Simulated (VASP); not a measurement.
# Mo (P6/mmm) in VASP: a series of runs

Runs on Mo. Level: PBE. Tasks: single point.

Everything below comes from runs of VASP 6.6.1. Logs are shortened: lines on timing, memory, paths and dates and some standing lists are left out, and cuts for length are marked.

### 1 The cell of the first run

Symmetry: P6/mmm, No. 191, hexagonal system. The conventional cell has a = 2.394 Å, b = 2.394 Å, c = 2.201 Å, α = 90.00°, β = 90.00°, γ = 120.00°. Within 2.9 Å of Mo (site symmetry 6/mmm) lie 8 Mo at 2.20 to 2.39 Å.

### 2 Single point, PBE (volume scaled by 0.65)

The input, INCAR:

```
  PREC = Accurate
  ENCUT = 520
  EDIFF = 1E-6
  ISMEAR = -1
  SIGMA = 0.08
  LREAL = F
  LASPH = T
  NELM = 60
  ALGO = Normal
  ISIF = 2
  LWAVE = F
  LCHARG = F
  GGA = PE
  NBANDS = 13
```

The input, KPOINTS:

```
regular mesh
0
Gamma
  18 18 16
```

The input, POSCAR:

```
Mo
1.0
    2.3935670227      0.0000000000      0.0000000000
   -1.1967835114      2.0728898473      0.0000000000
    0.0000000000      0.0000000000      2.2006515229
Mo
1
Direct
    0.0000000000      0.0000000000      0.0000000000
```

Potentials or basis: VASP PAW PBE potentials, release 64 (Mo_sv).

On the command line:

```
$ cat potpaw_PBE.64/Mo_sv/POTCAR > POTCAR
$ mpirun -np 1 vasp_std > vasp.out
```

OUTCAR:

```text
PREC = Accurate
   ENCUT = 520
   EDIFF = 1E-6
   ISMEAR = -1
   LREAL = F
   LASPH = T
   NELM = 60
   ISIF = 2
   GGA = PE

 ion  position               nearest neighbor table
   1  0.000  0.000  0.000-

  LATTYP: Found a hexagonal cell.
 ALAT       =     2.3935670227
 C/A-ratio  =     0.9194025077

  Lattice vectors:

 A1 = (   2.3935670227,   0.0000000000,   0.0000000000)
 A2 = (  -1.1967835114,   2.0728898473,   0.0000000000)
 A3 = (   0.0000000000,   0.0000000000,   2.2006515229)

Analysis of symmetry for initial positions (statically):
=====================================================================
 Subroutine PRICEL returns:
 Original cell was already a primitive cell.

 Routine SETGRP: Setting up the symmetry group for a
 hexagonal supercell.

 Subroutine GETGRP returns: Found 24 space group operations
 (whereof 24 operations were pure point group operations)
 out of a pool of 24 trial point group operations.

The static configuration has the point symmetry D_6h.

Analysis of symmetry for dynamics (positions and initial velocities):
=====================================================================
 Subroutine PRICEL returns:
 Original cell was already a primitive cell.

 Routine SETGRP: Setting up the symmetry group for a
 hexagonal supercell.

 Subroutine GETGRP returns: Found 24 space group operations
 (whereof 24 operations were pure point group operations)
 out of a pool of 24 trial point group operations.

The dynamic configuration has the point symmetry D_6h.

 Subroutine INISYM returns: Found 24 space group operations
 (whereof 24 operations are pure point group operations),
 and found     1 'primitive' translations

----------------------------------------------------------------------------------------

                                     Primitive cell

  volume of cell :      10.9188

  direct lattice vectors                    reciprocal lattice vectors
     2.393567023  0.000000000  0.000000000     0.417786505  0.241209151  0.000000000
    -1.196783511  2.072889847  0.000000000     0.000000000  0.482418302  0.000000000
     0.000000000  0.000000000  2.200651523     0.000000000  0.000000000  0.454410882

  length of vectors
     2.393567023  2.393567023  2.200651523     0.482418302  0.482418302  0.454410882

  position of ions in fractional coordinates (direct lattice)
     0.000000000  0.000000000  0.000000000

  ion indices of the primitive-cell ions
   primitive index   ion index
                 1           1

----------------------------------------------------------------------------------------

 KPOINTS: regular mesh

Automatic generation of k-mesh.
 Grid dimensions read from file:
 generate k-points for:   18   18   16

 Generating k-lattice:

  Cartesian coordinates                     Fractional coordinates (reciprocal lattice)
     0.023210361  0.013400508  0.000000000     0.055555556  0.000000000  0.000000000
     0.000000000  0.026801017  0.000000000     0.000000000  0.055555556  0.000000000
     0.000000000  0.000000000  0.028400680     0.000000000  0.000000000  0.062500000

  Length of vectors
     0.026801017  0.026801017  0.028400680

  Shift w.r.t. Gamma in fractional coordinates (k-lattice)
     0.000000000  0.000000000  0.000000000

 Subroutine IBZKPT returns following result:
 ===========================================

 Found    333 irreducible k-points:

 Following reciprocal coordinates:
            Coordinates               Weight
  0.000000  0.000000  0.000000      1.000000
  0.055556  0.000000  0.000000      6.000000
  0.111111  0.000000  0.000000      6.000000
  0.166667 -0.000000  0.000000      6.000000
  0.222222 -0.000000  0.000000      6.000000
  0.277778  0.000000  0.000000      6.000000
[... 16 lines left out ...]
  0.333333  0.111111  0.000000     12.000000
  0.388889  0.111111  0.000000     12.000000
 [... further k-points ...]
   k-points           NKPTS =    333   k-points in BZ     NKDIM =    333   number of bands    NBANDS=     13
   number of dos      NEDOS =    301   number of ions     NIONS =      1
   total plane-waves  NPLWV =   5184
   dimension x,y,z NGX =    18 NGY =   18 NGZ =   16
   dimension x,y,z NGXF=    36 NGYF=   36 NGZF=   32
   ions per type =               1
   NGX,Y,Z   is equivalent  to a cutoff of  12.50, 12.50, 12.09 a.u.
   NGXF,Y,Z  is equivalent  to a cutoff of  25.00, 25.00, 24.17 a.u.
 SYSTEM =  unknown system
   PREC   = accura    normal or accurate (medium, high low for compatibility)
   ISTART =      0    job   : 0-new  1-cont  2-samecut
   ICHARG =      2    charge: 1-file 2-atom 10-const
   ISPIN  =      1    spin polarized calculation?
   LNONCOLLINEAR =      F non collinear calculations
   LSORBIT =      F    spin-orbit coupling
   LASPH  =      T    aspherical Exc in radial PAW
   ENCUT  =  520.0 eV  38.22 Ry    6.18 a.u.   4.45  4.45  4.09*2*pi/ulx,y,z
   NELM   =     60;   NELMIN=  2; NELMDL= -5     # of ELM steps
   EDIFF  = 0.1E-05   stopping-criterion for ELM
   LREAL  =      F    real-space projection
   EDIFFG = 0.1E-04   stopping-criterion for IOM
   NSW    =      0    number of steps for IOM
   IBRION =     -1    ionic relax: 0-MD 1-quasi-New 2-CG
   NFREE  =      0    steps in history (QN), initial steepest desc. (CG)
   ISIF   =      2    stress and relaxation
   ISYM   =      2    0-nonsym 1-usesym 2-fastsym
   POTIM  = 0.5000    time-step for ionic-motion
   TEBEG  =    0.0;   TEEND  =   0.0 temperature during run
   PSTRESS=    0.0 pullay stress
   NELECT =      14.0000    total number of electrons
   NUPDOWN=      -1.0000    fix difference up-down
   EMIN   =  10.00;   EMAX   =-10.00  energy-range for DOS
   EFERMI =   0.00;   METHOD = LEGACY
   ISMEAR =    -1;   SIGMA  =   0.08  broadening in eV -4-tet -1-fermi 0-gaus
   EFERMI_NEDOS =   21; number of points for ismear=-14 and -15
   IALGO  =     38    algorithm
   IMIX   =      4    mixing-type and parameters
     AMIX     =   0.40;   BMIX     =  1.00
     AMIX_MAG =   1.60;   BMIX_MAG =  1.00
  volume/ion in A,a.u.               =      10.92        73.68
  Fermi-wavevector in a.u.,A,eV,Ry     =   1.778524  3.360924 43.037252  3.163149
  Thomas-Fermi vector in A             =   2.843700
   LORBIT       =      0    0 simple, 1 ext, 2 COOP (PROOUT), +10 PAW based schemes
   GGA     = PE    functional components
   LHFCALC =     F    Hartree Fock is set to
   AEXX    =    0.0000 exact exchange contribution
   IVDW    =     0    specifies the selected vdW correction
   LEPSILON=     F    determine dielectric tensor
   LRPA    =     F    only Hartree local field effects (RPA)
 non-spin polarized calculation
  energy-cutoff  :      520.00
  volume of cell :       10.92
 maximum number of plane-waves:       314
 NGX is ok and might be reduce to    18
   NGX =  9   NGY =  9   NGZ =  9

 number of electron      13.9999994 magnetization

 Free energy of the ion-electron system (eV)
  ---------------------------------------------------
  ext. energy  EPLUGINS =         0.00000000
  ---------------------------------------------------
  free energy    TOTEN  =        -7.27745997 eV

  energy without entropy =       -7.26489874  energy(sigma->0) =       -7.27117936

 E-fermi :  18.9961     XC(G=0): -15.4391

 val. band max:       18.9934154112   @ k =   0.3889   0.0556   0.0625
 cond. band min:      19.0037407316   @ k =   0.3889   0.0556   0.3125
 fundamental gap:      0.0103253204
 Fermi energy:        18.9961349663

 k-point     1 :       0.0000    0.0000    0.0000
  band No.  band energies     occupation
      1     -42.9342      2.00000
      2     -14.4329      2.00000
      3     -14.4329      2.00000
      4     -13.9774      2.00000
      5      11.3623      2.00000
      6      12.0210      2.00000
      7      16.9907      2.00000
      8      16.9907      2.00000
      9      26.3104      0.00000
     10      26.3104      0.00000
     11      31.6638      0.00000
     12      39.4697      0.00000
     13      44.6607      0.00000

 k-point     2 :       0.0556    0.0000    0.0000
  band No.  band energies     occupation
      1     -42.9071      2.00000
      2     -14.5828      2.00000
      3     -14.4650      2.00000
      4     -13.9619      2.00000
      5      11.5930      2.00000
      6      12.0856      2.00000
      7      16.7638      2.00000
      8      17.1795      2.00000
      9      26.0364      0.00000
     10      26.2677      0.00000
     11      32.1778      0.00000
     12      39.8777      0.00000
     13      43.8066      0.00000

 k-point     3 :       0.1111    0.0000    0.0000
  band No.  band energies     occupation
      1     -42.8284      2.00000
      2     -15.0042      2.00000
      3     -14.5564      2.00000
      4     -13.9169      2.00000
      5      12.1674      2.00000
      6      12.3161      2.00000
      7      16.2379      2.00000
      8      17.7377      2.00000
      9      25.3180      0.00000
     10      26.1465      0.00000
     11      33.5938      0.00000
     12      40.9762      0.00000
     13      42.0165      0.00000
[... 305 lines left out ...]
 k-point    23 :       0.3333    0.1111    0.0000
  band No.  band energies     occupation
      1     -42.0453      2.00000
      2     -18.1851      2.00000
      3     -15.6542      2.00000
      4     -13.4878      2.00000
      5      12.2493      2.00000
      6      14.3792      2.00000
      7      19.3940      0.01374
      8      21.1442      0.00000
      9      24.6547      0.00000
     10      25.6925      0.00000
     11      34.7660      0.00000
     12      36.4359      0.00000
     13      40.5748      0.00000

 k-point    24 :       0.3889    0.1111    0.0000
  band No.  band energies     occupation
      1     -41.9590      2.00000
      2     -18.4809      2.00000
      3     -15.7607      2.00000
      4     -13.4425      2.00000
      5      11.9665      2.00000
      6      14.6537      2.00000
      7      20.4500      0.00000
      8      20.8205      0.00000
      9      24.5130      0.00000
     10      26.7643      0.00000
     11      34.5920      0.00000
     12      35.3833      0.00000
     13      39.5396      0.00000

 [... further k-points ...]
[... 5 lines left out ...]
  --------------------------------------------------------------------------------------
  -------------------------------------------------------------------------------------
  Total       14.7855497     14.7855497     14.9698043     -0.0000000     -0.0000000     -0.0000000
  in kB     2169.5764730   2169.5764729   2196.6133180     -0.0000001     -0.0000000     -0.0000000
  external PRESSURE =    2178.5887546 kB  Pullay stress =       0.0000000 kB

 VOLUME and BASIS-vectors are now :
 -----------------------------------------------------------------------------
  energy-cutoff  :      520.00
  volume of cell :       10.92
      direct lattice vectors                 reciprocal lattice vectors
     2.393567023  0.000000000  0.000000000     0.417786505  0.241209151  0.000000000
    -1.196783511  2.072889847  0.000000000     0.000000000  0.482418302  0.000000000
     0.000000000  0.000000000  2.200651523     0.000000000  0.000000000  0.454410882

 POSITION                                       TOTAL-FORCE (eV/Angst)
 -----------------------------------------------------------------------------------
      0.00000      0.00000      0.00000         0.000000      0.000000      0.000000
 -----------------------------------------------------------------------------------
    total drift:                               -0.000000      0.000000      0.000000

  FREE ENERGIE OF THE ION-ELECTRON SYSTEM (eV)
  ---------------------------------------------------
  free  energy   TOTEN  =        -7.2774599714 eV

  energy  without entropy=       -7.2648987434  energy(sigma->0) =       -7.27117936
```

It took 34 s on 1 thread of AMD EPYC 7R43 (Zen 3), shared host; peak memory 0.12 GiB.

Results:

* Free energy: -7.2775 eV
* Pressure: 217.9 GPa
* Band gap on the k mesh: zero (band 7 reaches 20.85 eV, above the bottom of band 8 at 16.99 eV)

Levels at points of the mesh, in eV from the Fermi level:
```
           k point  band 3  band 4  band 5  band 6  band 7  band 8  band 9  band 10  band 11  band 12
(0.00, 0.00, 0.00)  -33.43  -32.97   -7.63   -6.98   -2.01   -2.01    7.31     7.31    12.67    20.47
(0.50, 0.00, 0.00)  -34.42  -32.44   -8.03   -4.32    1.53    3.03    6.04     7.37    16.50    17.30
(0.00, 0.00, 0.50)  -32.85  -32.85   -3.97   -0.39   -0.39    0.80    0.80     1.11    16.89    18.01
(0.50, 0.00, 0.50)  -36.77  -33.76   -9.43   -5.47   -1.47    7.49    8.16    10.80    12.53    22.85
```

### 3 Single point, PBE (volume scaled by 0.75)

The input, INCAR:

```
SYSTEM = Mo
  PREC = Accurate
  ENCUT = 520
  EDIFF = 1E-6
  ISMEAR = -1
  SIGMA = 0.08
  LREAL = .False.
  LASPH = .True.
  NELM = 80
  ALGO = Normal
  ISIF = 2
  LWAVE = .False.
  LCHARG = .True.
  GGA = PE
  LELF = .True.
  LVHAR = .True.
  NBANDS = 13
```

The input, KPOINTS:

```
regular mesh
0
Gamma
  18 18 16
  0 0 0
```

The input, POSCAR:

```
Mo
1.0
    2.5164775534      0.0000000000      0.0000000000
   -1.2582387767      2.1793334893      0.0000000000
    0.0000000000      0.0000000000      2.2972287724
Mo
1
Direct
    0.0000000000      0.0000000000      0.0000000000
```

Potentials or basis: VASP PAW PBE potentials, release 64 (Mo_sv).

On the command line:

```
$ cat potpaw_PBE.64/Mo_sv/POTCAR > POTCAR
$ mpirun -np 1 vasp_std > vasp.out
```

It took 51 s on 1 thread of AMD EPYC 7R43 (Zen 3), shared host; peak memory 0.13 GiB.

It converged, with:

```yaml
Free_energy: -8.9353 eV
Pressure: 109.3 GPa
Band_gap_on_the_k_mesh: zero (band 7 reaches 17.86 eV, above the bottom of band 8 at 14.61 eV)
```

Stress tensor (GPa, compression positive):
```
108.75   0.00   0.00
  0.00 108.75   0.00
  0.00   0.00 110.33
```

Levels at points of the mesh, in eV from the Fermi level:
```tsv
k point	band 5	band 6	band 7	band 8	band 9	band 10
(0.00, 0.00, 0.00)	-7.40	-6.01	-1.52	-1.52	6.15	6.15
(0.50, 0.00, 0.00)	-6.74	-3.98	1.62	2.08	5.16	6.13
(0.00, 0.00, 0.50)	-3.89	-0.16	-0.16	0.69	0.69	0.74
(0.50, 0.00, 0.50)	-7.79	-4.50	-1.15	6.77	7.34	9.02
```
